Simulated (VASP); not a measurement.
## Ti: electric field gradients with PBE

The system is Ti.

```
CELL_PARAMETERS angstrom
4.60000 0.00000 0.00000
-2.30000 3.98372 0.00000
0.00000 0.00000 2.82000
ATOMIC_POSITIONS crystal
Ti 0.00000 0.00000 0.00000
Ti 0.33333 0.66667 0.50000
Ti 0.66667 0.33333 0.50000
```

| Quantity | Value |
| --- | --- |
| Program | VASP 6.6.1 |
| Task | electric field gradients |
| Functional | PBE |
| Potentials or basis | VASP PAW PBE potentials, release 64 (Ti_sv) |
| Cutoff | 520 eV |
| k mesh | 7 × 7 × 10 |
| Occupations | tetrahedron |
| Spin | no spin polarisation |
| Dipole correction | no |
| Further INCAR settings | ALGO = Normal; EDIFF = 1e-08; NBANDS = 25 |

```
Pressure               : -0.7 GPa
Band gap on the k mesh : zero (band 18 reaches 8.46 eV, above the bottom of band 19 at 8.23 eV)
```

Stress tensor (GPa, compression positive):
```
-0.89  0.00  0.00
 0.00 -0.89  0.00
 0.00  0.00 -0.19
```

Levels at points of the mesh, in eV from the Fermi level:
| k point | band 16 | band 17 | band 18 | band 19 | band 20 | band 21 |
| --- | --- | --- | --- | --- | --- | --- |
| (0.00, 0.00, 0.00) | -0.72 | -0.62 | -0.62 | -0.07 | 0.63 | 1.27 |
| (0.00, 0.00, 0.50) | -1.68 | -1.60 | -1.60 | 1.03 | 1.03 | 1.25 |

Electric field gradients, principal values (V/Å²):
```tsv
atom	least	middle	greatest (by size)
1 Ti	6.935	6.938	-13.872
2 Ti	4.736	4.739	-9.475
3 Ti	4.736	4.739	-9.475
```

Wall time 81 s on 1 thread of Intel(R) Xeon(R) Platinum 8488C (Sapphire Rapids) (shared host), peak memory 0.2 GiB.

Caveat: without QUAD_EFG the Cq values of the log hold for a quadrupole moment of 1 mb, not for the nuclei; tetrahedron occupations give inexact forces and stress in metals.
